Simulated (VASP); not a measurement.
Set up this calculation in VASP 6.6.1, as the native input.

| Property | Result |
| --- | --- |
| Task | single point |
| Functional | r2SCAN |
| Potentials or basis | VASP PAW PBE potentials, release 64 (Ti_sv) |
| Cutoff | 520 eV |
| k mesh | 20 × 20 × 20 |
| Occupations | gaussian, width 0.15 eV |
| Spin | no spin polarisation |
| Dipole correction | no |
| Further INCAR settings | ALGO = Normal; EDIFF = 1e-07; NBANDS = 12 |

Crystal: Ti.

```
Ti
1.0
    -1.61638    1.61638    1.64100
     1.61638   -1.61638    1.64100
     1.61638    1.61638   -1.64100
Ti
1
Direct
  0.00000 0.00000 0.00000
```

This cell differs from its parent crystal: strain -0.0150 x Voigt [1, 1, 0, 0, 0, 0].

These files were run (other wordings do the same):

POSCAR

```
Ti
1.0
   -1.6163850000      1.6163850000      1.6410000000
    1.6163850000     -1.6163850000      1.6410000000
    1.6163850000      1.6163850000     -1.6410000000
Ti
1
Direct
    0.0000000000      0.0000000000      0.0000000000
```

INCAR.step1

```
SYSTEM = Ti
  PREC = Accurate
  ENCUT = 520
  ISMEAR = 0
  SIGMA = 0.15
  LREAL = .False.
  LASPH = .True.
  NELM = 60
  NBANDS = 12
  GGA = PE
  ALGO = Normal
  EDIFF = 1E-4
  LWAVE = .True.
  LCHARG = .False.
```

INCAR.step2

```
SYSTEM = Ti
  PREC = Accurate
  ENCUT = 520
  EDIFF = 1E-7
  ISMEAR = 0
  SIGMA = 0.15
  LREAL = .False.
  LASPH = .True.
  NELM = 60
  ALGO = Normal
  ISIF = 2
  LWAVE = .False.
  LCHARG = .False.
  METAGGA = R2SCAN
  LMIXTAU = .True.
  NBANDS = 12
  ISTART = 1
```

KPOINTS

```
regular mesh
0
Gamma
  20 20 20
  0 0 0
```

Potentials or basis: VASP PAW PBE potentials, release 64 (Ti_sv).

Run with:

```console
$ cat potpaw_PBE.64/Ti_sv/POTCAR > POTCAR
$ cp INCAR.step1 INCAR
$ mpirun -np 1 vasp_std > vasp.out
$ cp INCAR.step2 INCAR
$ mpirun -np 1 vasp_std > vasp.out
```

It gave:

```json
{
 "Pressure": "0.9 GPa",
 "Band gap on the k mesh": "zero (bands 6 and 7 overlap by 1.82 eV)"
}
```

Caveat: the cell differs from its parent crystal (strain -0.0150 x Voigt [1, 1, 0, 0, 0, 0]); the PAW data sets were made with another functional, which shifts forces and pressure a little.

Run time: 10 min on 1 thread of Intel(R) Xeon(R) Platinum 8259CL CPU @ 2.50GHz (Skylake/Cascade Lake), with other jobs on the host, peak memory 0.25 GiB.
